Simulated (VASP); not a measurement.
CuI:

```
CELL_PARAMETERS angstrom
0.00000 3.01115 3.01115
3.01115 0.00000 3.01115
3.01115 3.01115 0.00000
ATOMIC_POSITIONS crystal
I 0.00000 0.00000 0.00000
Cu 0.75000 0.75000 0.75000
```

Base run:

* Program: VASP 6.6.1
* Functional: SVWN5
* Potentials or basis: VASP PAW PBE potentials, release 64 (I, Cu)
* Cutoff: 520 eV
* k mesh: 8 × 8 × 8
* Occupations: fermi-dirac, width 0.05 eV
* Spin: no spin polarisation

Its results: band gap on the k mesh 1.01 eV; pressure -3.6 GPa.

Q: After a change of settings the same cell gave: band gap on the k mesh 1.33 eV; pressure 3.3 GPa. Which change was it?
A. functional from SVWN5 to PBE; dispersion from none to D3(BJ)
B. functional from SVWN5 to RPBE
C. functional from SVWN5 to HF; k mesh from 8 × 8 × 8 to 4 × 4 × 4

A: B.

RPBE binds less tightly than SVWN5, so the same cell stands under more pressure.

Caveats: the PAW data sets were made with another functional, which shifts forces and pressure a little; spin-orbit coupling is left out, which moves the levels of the heavy elements; the cell stands under tension (at least some runs); the cell stands under pressure (at least some runs).
